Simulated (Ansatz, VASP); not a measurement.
## Two plane-wave programs on SnO

Contents of INCAR:

```
SYSTEM = SnO
  PREC = Accurate
  ENCUT = 520
  EDIFF = 1E-6
  ISMEAR = 0
  SIGMA = 0.05
  LREAL = .False.
  LASPH = .True.
  NELM = 60
  ALGO = Normal
  ISIF = 2
  LWAVE = .False.
  LCHARG = .False.
  LDIPOL = .True.
  IDIPOL = 3
  DIPOL = 0.5 0.5 0.408
  GGA = PE
  IVDW = 12
  NBANDS = 50
```

File KPOINTS:

```
Automatic mesh
0
Gamma
  7 7 1
  0 0 0
```

The input POSCAR:

```
SnO
1.0
    3.8201636883      0.0000000000      0.0000000000
    0.0000000000      3.8201636883      0.0000000000
    0.0000000000      0.0000000000     22.2260802162
Sn O
4 4
Direct
    0.7500000000      0.2500000000      0.2024648501
    0.2500000000      0.7500000000      0.3087831971
    0.2500000000      0.7500000000      0.5067488283
    0.7500000000      0.2500000000      0.6130671753
    0.2500000000      0.2500000000      0.2556240236
    0.7500000000      0.7500000000      0.2556240236
    0.7500000000      0.7500000000      0.5599080018
    0.2500000000      0.2500000000      0.5599080018
```

Input for Ansatz:

```yaml
crystal:
  lattice:
    - [3.8201636883, 0.0, 0.0]
    - [0.0, 3.8201636883, 0.0]
    - [0.0, 0.0, 22.2260802162]
  atoms:
    - { symbol: Sn, position: [0.75, 0.25, 0.2024648501] }
    - { symbol: O, position: [0.25, 0.25, 0.2556240236] }
    - { symbol: O, position: [0.75, 0.75, 0.2556240236] }
    - { symbol: Sn, position: [0.25, 0.75, 0.3087831971] }
    - { symbol: Sn, position: [0.25, 0.75, 0.5067488283] }
    - { symbol: O, position: [0.75, 0.75, 0.5599080018] }
    - { symbol: O, position: [0.25, 0.25, 0.5599080018] }
    - { symbol: Sn, position: [0.75, 0.25, 0.6130671753] }
basis:
  ecutwfc: 420
kpoints:
  mp_grid: { grid: [7, 7, 1] }
hamiltonian:
  xc: pbe
  pseudopotentials: { kind: paw, azcp: { folder: soft_1 } }
  dispersion: d3bj
scf:
  occupations: { method: gaussian, width: 0.05 }
output:
  forces: true
  eigenvalues: true
efield:
  axis: 3
  dipole_correction: true
  ramp_width: 0.04
```

Alike in both runs: task single point; functional PBE; dispersion D3(BJ); k mesh 7 × 7 × 1; occupations gaussian, width 0.05 eV; no spin polarisation.

```csv
,VASP,Ansatz
version,VASP 6.6.1,Ansatz 0.2.0
potentials or method,"VASP PAW PBE potentials, release 64 (Sn_d, O), cutoff 520 eV","scalar-relativistic, plane waves, PAW"
valence electrons in the cell,80,80
```

|  | VASP | Ansatz | Ansatz less VASP |
| --- | --- | --- | --- |
| gap on the k mesh at the Fermi level (eV) | 2.55 | 2.56 | +0.008 |
| least direct gap on the mesh (eV) | 2.59 | 2.63 | +0.042 |
| rms of the force components (eV/Å) | 0.033 | 0.008 | -0.0249 |
